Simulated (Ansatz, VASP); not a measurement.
## Two plane-wave programs on Zn

The input POSCAR:

```
Zn
1.0
   -1.5998102441      1.5998102441      1.5998102441
    1.5998102441     -1.5998102441      1.5998102441
    1.5998102441      1.5998102441     -1.5998102441
Zn
1
Direct
    0.0000000000      0.0000000000      0.0000000000
```

The input INCAR.step1:

```
SYSTEM = Zn
  ALGO = Normal
  EDIFF = 1E-5
  ENCUT = 520
  GGA = PE
  ISIF = 2
  ISMEAR = -1
  LASPH = .True.
  LCHARG = .False.
  LREAL = .False.
  LWAVE = .True.
  NBANDS = 12
  NELM = 60
  PREC = Accurate
  SIGMA = 0.05
```

INCAR.step2

```
SYSTEM = Zn
  AEXX = 0.1
  ALGO = Normal
  EDIFF = 1E-7
  ENCUT = 520
  ISIF = 2
  ISMEAR = -1
  ISTART = 1
  LASPH = .True.
  LCHARG = .False.
  LHFCALC = .True.
  LMIXTAU = .True.
  LREAL = .False.
  LWAVE = .False.
  METAGGA = R2SCAN
  NBANDS = 12
  NELM = 60
  PREC = Accurate
  PRECFOCK = Normal
  SIGMA = 0.05
```

The input KPOINTS:

```
k-points
0
Gamma
  6 6 6
  0 0 0
```

Contents of input.yaml:

```yaml
crystal:
  lattice:
    - [-1.5998102441, 1.5998102441, 1.5998102441]
    - [1.5998102441, -1.5998102441, 1.5998102441]
    - [1.5998102441, 1.5998102441, -1.5998102441]
  atoms:
    - { symbol: Zn, position: [0.0, 0.0, 0.0] }
hamiltonian:
  xc: r2scanh
  pseudopotentials: { kind: paw }
kpoints:
  mp_grid: { grid: [6, 6, 6] }
scf:
  occupations: { method: fermi_dirac, width: 0.05 }
output:
  forces: true
  stress: true
  eigenvalues: true
  write_density: true
  write_potential: true
  elf: true
  volumetric_format: npy
```

Alike in both runs: task single point; functional r2SCANh; k mesh 6 × 6 × 6; occupations fermi-dirac, width 0.05 eV; no spin polarisation.

|  | VASP | Ansatz |
| --- | --- | --- |
| version | VASP 6.6.1 | Ansatz 0.2.0 |
| potentials or method | VASP PAW PBE potentials, release 64 (Zn) | Ansatz PAW |
| plane-wave cutoff (eV) | 520 | 500 |
| valence electrons in the cell | 12 | 12 |

|  | VASP | Ansatz | Ansatz less VASP |
| --- | --- | --- | --- |
| gap on the k mesh at the Fermi level (eV) | none | none | - |
| pressure (GPa) | -7.0 | -7.0 | -0.03 |

VASP's potentials were made for PBE, not for r2SCANh. A gap of «none» marks a metal or a gap that the smearing closes. With one functional, cell and mesh, what is left measures potentials, basis and numerics.

The k mesh is coarse, so the values compare programs but aren't converged.
